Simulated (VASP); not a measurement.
# Mg3O (L12 type) (Pm-3m) in VASP: density of states with PBE

Aim: the density of states of Mg3O (L12 type) with PBE.

Program: VASP 6.6.1. These are calculated values, not measurements. Logs are shortened: lines on timing, memory, paths and dates and some standing lists are left out, and cuts for length are marked.

### Step 1. The cell of the first run

Symmetry: Pm-3m, No. 221, cubic system. Conventional cell: a = 4.122 Å, b = 4.122 Å, c = 4.122 Å, α = 90.00°, β = 90.00°, γ = 90.00°. O (site symmetry m-3m) has 12 Mg at 2.91 Å within 3.8 Å. Within 3.8 Å of Mg (site symmetry 4/mmm) lie 4 O at 2.91 Å and 8 Mg at 2.91 Å.

### Step 2. Density of states, PBE

POSCAR reads:

```
Mg3O
1.0
    4.1219023305      0.0000000000      0.0000000000
    0.0000000000      4.1219023305      0.0000000000
    0.0000000000      0.0000000000      4.1219023305
O Mg
1 3
Direct
    0.0000000000      0.0000000000      0.0000000000
    0.0000000000      0.5000000000      0.5000000000
    0.5000000000      0.0000000000      0.5000000000
    0.5000000000      0.5000000000      0.0000000000
```

INCAR.step1 reads:

```
SYSTEM = Mg3O
  ALGO = Normal
  EDIFF = 1E-6
  ENCUT = 520
  GGA = PE
  ISIF = 2
  ISMEAR = -1
  LASPH = .TRUE.
  LCHARG = .TRUE.
  LREAL = .FALSE.
  LWAVE = .FALSE.
  NBANDS = 14
  NELM = 60
  PREC = Accurate
  SIGMA = 0.05
```

KPOINTS.step1 reads:

```
k-points
0
G
  9 9 9
  0 0 0
```

INCAR.step2 reads:

```
SYSTEM = Mg3O
  ALGO = Normal
  EDIFF = 1E-6
  ENCUT = 520
  GGA = PE
  ICHARG = 11
  ISIF = 2
  ISMEAR = -5
  LASPH = .TRUE.
  LCHARG = .FALSE.
  LORBIT = 10
  LREAL = .FALSE.
  LWAVE = .FALSE.
  NEDOS = 1001
  NELM = 60
  PREC = Accurate
  SIGMA = 0.05
```

KPOINTS.step2 reads:

```
k-points
0
G
  14 14 14
  0 0 0
```

Potentials or basis: VASP PAW PBE potentials, release 64 (O, Mg).

Run with:

```console
cat potpaw_PBE.64/O/POTCAR potpaw_PBE.64/Mg/POTCAR > POTCAR
cp INCAR.step1 INCAR
cp KPOINTS.step1 KPOINTS
mpirun -np 1 vasp_std > vasp.out
cp INCAR.step2 INCAR
cp KPOINTS.step2 KPOINTS
mpirun -np 1 vasp_std > vasp.out
```

OUTCAR:

```text
SYSTEM = Mg3O
   EDIFF = 1E-6
   ENCUT = 520
   GGA = PE
   ICHARG = 11
   ISIF = 2
   ISMEAR = -5
   LASPH = .TRUE.
   LORBIT = 10
   LREAL = .FALSE.
   NELM = 60
   PREC = Accurate

 ion  position               nearest neighbor table
   1  0.000  0.000  0.000-
   2  0.000  0.500  0.500-   3 2.91   4 2.91   4 2.91   3 2.91   3 2.91   4 2.91   4 2.91   3 2.91

   3  0.500  0.000  0.500-   2 2.91   4 2.91   4 2.91   2 2.91   4 2.91   4 2.91   2 2.91   2 2.91

   4  0.500  0.500  0.000-   2 2.91   3 2.91   2 2.91   3 2.91   3 2.91   3 2.91   2 2.91   2 2.91

  LATTYP: Found a simple cubic cell.
 ALAT       =     4.1219023305

  Lattice vectors:

 A1 = (   4.1219023305,   0.0000000000,   0.0000000000)
 A2 = (   0.0000000000,   4.1219023305,   0.0000000000)
 A3 = (   0.0000000000,   0.0000000000,   4.1219023305)

Analysis of symmetry for initial positions (statically):
=====================================================================
 Subroutine PRICEL returns:
 Original cell was already a primitive cell.

 Routine SETGRP: Setting up the symmetry group for a
 simple cubic supercell.

 Subroutine GETGRP returns: Found 48 space group operations
 (whereof 48 operations were pure point group operations)
 out of a pool of 48 trial point group operations.

The static configuration has the point symmetry O_h .

Analysis of symmetry for dynamics (positions and initial velocities):
=====================================================================
 Subroutine PRICEL returns:
 Original cell was already a primitive cell.

 Routine SETGRP: Setting up the symmetry group for a
 simple cubic supercell.

 Subroutine GETGRP returns: Found 48 space group operations
 (whereof 48 operations were pure point group operations)
 out of a pool of 48 trial point group operations.

The dynamic configuration has the point symmetry O_h .

 Subroutine INISYM returns: Found 48 space group operations
 (whereof 48 operations are pure point group operations),
 and found     1 'primitive' translations

----------------------------------------------------------------------------------------

                                     Primitive cell

  volume of cell :      70.0314

  direct lattice vectors                    reciprocal lattice vectors
     4.121902331  0.000000000  0.000000000     0.242606428  0.000000000  0.000000000
[... 102 lines left out ...]
   PSTRESS=    0.0 pullay stress
   NELECT =      12.0000    total number of electrons
   NUPDOWN=      -1.0000    fix difference up-down
   EMIN   =  10.00;   EMAX   =-10.00  energy-range for DOS
   EFERMI =   0.00;   METHOD = LEGACY
   ISMEAR =    -5;   SIGMA  =   0.05  broadening in eV -4-tet -1-fermi 0-gaus
   EFERMI_NEDOS =   21; number of points for ismear=-14 and -15
   IALGO  =     38    algorithm
   IMIX   =      4    mixing-type and parameters
     AMIX     =   0.40;   BMIX     =  1.00
     AMIX_MAG =   1.60;   BMIX_MAG =  1.00
  volume/ion in A,a.u.               =      17.51       118.15
  Fermi-wavevector in a.u.,A,eV,Ry     =   0.909294  1.718316 11.249503  0.826815
  Thomas-Fermi vector in A             =   2.033321
   LORBIT       =     10    0 simple, 1 ext, 2 COOP (PROOUT), +10 PAW based schemes
   GGA     = PE    functional components
   LHFCALC =     F    Hartree Fock is set to
   AEXX    =    0.0000 exact exchange contribution
   IVDW    =     0    specifies the selected vdW correction
   LEPSILON=     F    determine dielectric tensor
   LRPA    =     F    only Hartree local field effects (RPA)
 non-spin polarized calculation
 Fermi weights with tetrahedron method with Bloechl corrections
  energy-cutoff  :      520.00
  volume of cell :       70.03
 maximum number of plane-waves:      1924
 NGX is ok and might be reduce to    32

 number of electron      12.0000006 magnetization

 Free energy of the ion-electron system (eV)
  ---------------------------------------------------
  ext. energy  EPLUGINS =         0.00000000
  ---------------------------------------------------
  free energy    TOTEN  =        -9.95910256 eV

  energy without entropy =       -9.95910256  energy(sigma->0) =       -9.95910256

 E-fermi :   3.2956     XC(G=0):  -9.0715

 val. band max:        3.4076531948   @ k =   0.2857   0.2857   0.2857
 cond. band min:       3.2346258682   @ k =   0.4286   0.4286   0.4286
 fundamental gap:     -0.1730273266
 Fermi energy:         3.2956424896

 k-point     1 :       0.0000    0.0000    0.0000
  band No.  band energies     occupation
      1     -14.0017      2.00000
      2      -2.8890      2.00000
      3       0.1044      2.00000
      4       0.1044      2.00000
      5       0.1044      2.00000
      6       5.4843      0.00000
      7       5.4843      0.00000
      8       5.6622      0.00000
      9       5.6622      0.00000
     10       5.6622      0.00000
[... 287 lines left out ...]
 k-point    24 :       0.3571    0.2143    0.0000
  band No.  band energies     occupation
      1     -13.9376      2.00000
      2      -2.5357      2.00000
      3      -0.7400      2.00000
      4       0.3518      2.00000
      5       0.9935      2.00000
      6       2.0769      2.00000
      7       4.2584      0.00000
      8       5.7785      0.00000
      9       6.3287      0.00000
     10       8.0348      0.00000

 [... further k-points ...]
[... 5 lines left out ...]
  --------------------------------------------------------------------------------------
  -------------------------------------------------------------------------------------
  Total        0.0571742      0.0571742      0.0571742      0.0000000      0.0000000      0.0000000
  in kB        1.3080300      1.3080300      1.3080300      0.0000000      0.0000000      0.0000000
  external PRESSURE =       1.3080300 kB  Pullay stress =       0.0000000 kB

 VOLUME and BASIS-vectors are now :
 -----------------------------------------------------------------------------
  energy-cutoff  :      520.00
  volume of cell :       70.03
      direct lattice vectors                 reciprocal lattice vectors
     4.121902331  0.000000000  0.000000000     0.242606428  0.000000000  0.000000000
     0.000000000  4.121902331  0.000000000     0.000000000  0.242606428  0.000000000
     0.000000000  0.000000000  4.121902331     0.000000000  0.000000000  0.242606428

 POSITION                                       TOTAL-FORCE (eV/Angst)
 -----------------------------------------------------------------------------------
      0.00000      0.00000      0.00000         0.000000      0.000000      0.000000
      0.00000      2.06095      2.06095         0.000000      0.000000      0.000000
      2.06095      0.00000      2.06095         0.000000      0.000000      0.000000
      2.06095      2.06095      0.00000         0.000000      0.000000      0.000000
 -----------------------------------------------------------------------------------
    total drift:                                0.000000      0.000000      0.000000

  FREE ENERGIE OF THE ION-ELECTRON SYSTEM (eV)
  ---------------------------------------------------
  free  energy   TOTEN  =        -9.9591025608 eV

  energy  without entropy=       -9.9591025608  energy(sigma->0) =       -9.95910256

 total charge

# of ion       s       p       d       tot
------------------------------------------
    1        1.613   3.154   0.000   4.767
    2        0.228   0.119   0.016   0.363
    3        0.228   0.119   0.016   0.363
    4        0.228   0.119   0.016   0.363
--------------------------------------------------
tot          2.297   3.511   0.048   5.857
```

OUTCAR.step1:

```text
SYSTEM = Mg3O
   EDIFF = 1E-6
   ENCUT = 520
   GGA = PE
   ISIF = 2
   ISMEAR = -1
   LASPH = .TRUE.
[... 638 lines left out ...]
      0.00000      2.06095      2.06095         0.000000      0.000000      0.000000
      2.06095      0.00000      2.06095         0.000000      0.000000      0.000000
      2.06095      2.06095      0.00000         0.000000      0.000000      0.000000
 -----------------------------------------------------------------------------------
    total drift:                               -0.000000      0.000000      0.000000

  FREE ENERGIE OF THE ION-ELECTRON SYSTEM (eV)
  ---------------------------------------------------
  free  energy   TOTEN  =        -9.9557487561 eV

  energy  without entropy=       -9.9427595635  energy(sigma->0) =       -9.94925416
```

It took 1.7 min on 1 thread of Intel Xeon 8259CL, shared host; peak memory 0.23 GiB.

Results:

```
Valence electrons inside the program's atomic spheres : O 4.77; Mg 0.36
```

Levels at points of the mesh, in eV from the Fermi level:
```
           k point  band 3  band 4  band 5  band 6  band 7  band 8  band 9  band 10
(0.00, 0.00, 0.00)   -3.19   -3.19   -3.19    2.19    2.19    2.37    2.37     2.37
(0.50, 0.00, 0.00)   -2.96   -2.96   -2.92   -1.72    2.19    2.19    3.52     4.82
(0.50, 0.50, 0.00)   -4.66   -3.76   -2.81    0.27    0.50    0.50    3.60     4.69
(0.50, 0.50, 0.50)   -3.95   -3.95   -2.34   -0.72   -0.72   -0.72    2.82     2.82
```

Caveat: tetrahedron occupations give inexact forces and stress in metals.
